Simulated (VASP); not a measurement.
Wanted: the native input for a VASP 6.6.1 run.

```yaml
Task: single point
Functional: PBE
Potentials_or_basis: VASP PAW PBE potentials, release 64 (Ir)
Cutoff: 520 eV
k_mesh: 22 × 22 × 22
Occupations: gaussian, width 0.15 eV
Spin: no spin polarisation
Dipole_correction: no
Further_INCAR_settings: ALGO = Normal; EDIFF = 1e-06; NBANDS = 10
```

The structure of Ir lies in POSCAR:

```
Ir
1.0
    0.0000000000      2.0945504638      1.7047546225
    2.0945504638      0.0000000000      1.7047546225
    2.0945504638      2.0945504638      0.0000000000
Ir
1
Direct
    0.0000000000      0.0000000000      0.0000000000
```

One way to write it, as run:

INCAR

```
  ALGO = Normal
  EDIFF = 1E-6
  ENCUT = 520
  GGA = PE
  ISIF = 2
  ISMEAR = 0
  LASPH = T
  LCHARG = T
  LELF = T
  LREAL = F
  LVHAR = T
  LWAVE = F
  NBANDS = 10
  NELM = 100
  PREC = Accurate
  SIGMA = 0.15
```

KPOINTS

```
k-points
0
Gamma
  22 22 22
```

Potentials or basis: VASP PAW PBE potentials, release 64 (Ir).

Command:

```sh
$ cat potpaw_PBE.64/Ir/POTCAR > POTCAR
$ mpirun -np 1 vasp_std > vasp.out
```

Results of the run:

```yaml
Pressure: -2.9 GPa
Band_gap_on_the_k_mesh: zero (an odd number of electrons rules out a gap without spin polarisation)
```

Caveat: spin-orbit coupling is left out, which moves the levels of the heavy elements.

Wall time 40 s on 1 thread of Intel(R) Xeon(R) 6975P-C (Granite Rapids), on a shared host, peak memory 0.24 GiB.
